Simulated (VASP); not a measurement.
# SrO (R-3m) in VASP: a series of runs, part 2 of 2

VASP 6.6.1. The steps go on from the part before.

**3. Electric field gradients, LDA (equal xy, yz and zx shear strains of -3 %)**

INCAR

```
ALGO = Normal ; EDIFF = 1E-8
ENCUT = 520 ; GGA = CA
ISIF = 2 ; ISMEAR = -1
LASPH = True ; LCHARG = False
LEFG = True ; LREAL = False
LWAVE = False ; NBANDS = 15
NELM = 80 ; PREC = Accurate
SIGMA = 0.02
```

KPOINTS

```
k-points
0
Gamma
  8 8 8
```

POSCAR

```
SrO
1.0
   -0.0770940000      2.5312530000      2.5312530000
    2.5312530000     -0.0770940000      2.5312530000
    2.5312530000      2.5312530000     -0.0770940000
Sr O
1 1
Direct
    0.0000000000      0.0000000000      0.0000000000
    0.5000000000      0.5000000000      0.5000000000
```

Potentials or basis: VASP PAW LDA potentials, release 64 (Sr_sv, O).

On the command line:

```console
$ cat potpaw_LDA.64/Sr_sv/POTCAR potpaw_LDA.64/O/POTCAR > POTCAR
$ mpirun -np 1 vasp_std > vasp.out
```

OUTCAR:

```text
EDIFF = 1E-8
   ENCUT = 520
   GGA = CA
   ISIF = 2
   ISMEAR = -1
   LASPH = True
   LREAL = False
   NELM = 80
   PREC = Accurate

 ion  position               nearest neighbor table
   1  0.000  0.000  0.000-   2 2.57   2 2.57   2 2.57   2 2.57   2 2.57   2 2.57
   2  0.500  0.500  0.500-   1 2.57   1 2.57   1 2.57   1 2.57   1 2.57   1 2.57

  LATTYP: Found a trigonal (rhomboedric) cell.
 ALAT       =     3.5805623839
 COS(alpha) =     0.4693254694

  Lattice vectors:

 A1 = (  -0.0770940000,   2.5312530000,   2.5312530000)
 A2 = (   2.5312530000,  -0.0770940000,   2.5312530000)
 A3 = (   2.5312530000,   2.5312530000,  -0.0770940000)

Analysis of symmetry for initial positions (statically):
=====================================================================
 Subroutine PRICEL returns:
 Original cell was already a primitive cell.

 Routine SETGRP: Setting up the symmetry group for a
 trigonal (rhombohedral) supercell.

 Subroutine GETGRP returns: Found 12 space group operations
 (whereof 12 operations were pure point group operations)
[... 620 lines left out ...]
     2.531253000 -0.077094000  2.531253000     0.194656600 -0.188727973  0.194656600
     2.531253000  2.531253000 -0.077094000     0.194656600  0.194656600 -0.188727973

 POSITION                                       TOTAL-FORCE (eV/Angst)
 -----------------------------------------------------------------------------------
      0.00000      0.00000      0.00000        -0.000000      0.000000     -0.000000
      2.49271      2.49271      2.49271         0.000000     -0.000000      0.000000
 -----------------------------------------------------------------------------------
    total drift:                                0.000000      0.000000      0.000000

  FREE ENERGIE OF THE ION-ELECTRON SYSTEM (eV)
  ---------------------------------------------------
  free  energy   TOTEN  =       -13.3598475434 eV

  energy  without entropy=      -13.3598475434  energy(sigma->0) =      -13.35984754

 Electric field gradients (V/A^2)
---------------------------------------------------------------------
 ion       V_xx      V_yy      V_zz      V_xy      V_xz      V_yz
---------------------------------------------------------------------
   1       0.000    -0.000    -0.000    10.997    10.997    10.997
   2      -0.000    -0.000    -0.000    -1.273    -1.273    -1.273
---------------------------------------------------------------------

 Electric field gradients after diagonalization (V/A^2)
 (convention: |V_zz| > |V_xx| > |V_yy|)
----------------------------------------------------------------------
 ion       V_xx      V_yy      V_zz     asymmetry (V_yy - V_xx)/ V_zz
----------------------------------------------------------------------
   1     -10.997   -10.997    21.995       0.000
   2       1.273     1.273    -2.546       0.000
----------------------------------------------------------------------

           NMR quadrupolar parameters

 Cq : quadrupolar parameter    Cq=e*Q*V_zz/h
 eta: asymmetry parameters     (V_yy - V_xx)/ V_zz
 Q  : nuclear electric quadrupole moment in mb (millibarn)
----------------------------------------------------------------------
 ion       Cq(MHz)       eta       Q (mb)
----------------------------------------------------------------------
   1       0.053       0.000       1.000
   2      -0.006       0.000       1.000
----------------------------------------------------------------------
```

stdout:

```text
POSCAR found type information on POSCAR SrO
 POSCAR found :  2 types and       2 ions
 scaLAPACK will be used
 LDA part: xc-table for (Slater(with rela. corr.)+CA(PZ))
 , standard interpolation
 POSCAR, INCAR and KPOINTS ok, starting setup
 FFT: planning ... GRIDC
 FFT: planning ... GRID_SOFT
 FFT: planning ... GRID
 WAVECAR not read
 entering main loop
ion   1

ion   2
```

Wall time 32 s (1 thread of AMD EPYC 7R43 (Zen 3), shared host); peak memory 0.13 GiB.

What came out:

| Item | Value |
| --- | --- |
| Free energy | -13.3598 eV |
| Pressure | -3.5 GPa |
| Band gap on the k mesh | 3.02 eV, indirect (least direct gap 3.13 eV) |

Levels at points of the mesh, in eV from the valence-band top:
```
           k point  band 4  band 5  band 6  band 7  band 8  band 9  band 10  band 11  band 12  band 13
(0.00, 0.00, 0.00)  -13.89  -13.86   -0.09   -0.09    0.00    3.73     5.82     5.82     6.46     8.29
(0.50, 0.00, 0.00)  -13.95  -12.55   -2.32   -1.28   -1.08    6.31     8.20     8.36     9.02    11.83
(0.50, 0.50, 0.00)  -14.30  -14.23   -0.50   -0.18   -0.11    3.02     7.67    10.08    10.14    11.01
(0.50, 0.50, 0.50)  -14.01  -12.68   -2.31   -1.36   -1.36    6.48     8.29     8.95     8.95    11.94
```

Electric field gradients, principal values (V/Å²):
| atom | least | middle | greatest (by size) |
| --- | --- | --- | --- |
| 1 Sr | -10.997 | -10.997 | 21.995 |
| 2 O | 1.273 | 1.273 | -2.546 |

Caveat: the cell differs from its parent crystal (equal xy, yz and zx shear strains of -3 %); without QUAD_EFG the Cq values of the log hold for a quadrupole moment of 1 mb, not for the nuclei. A k mesh can miss the band edges.
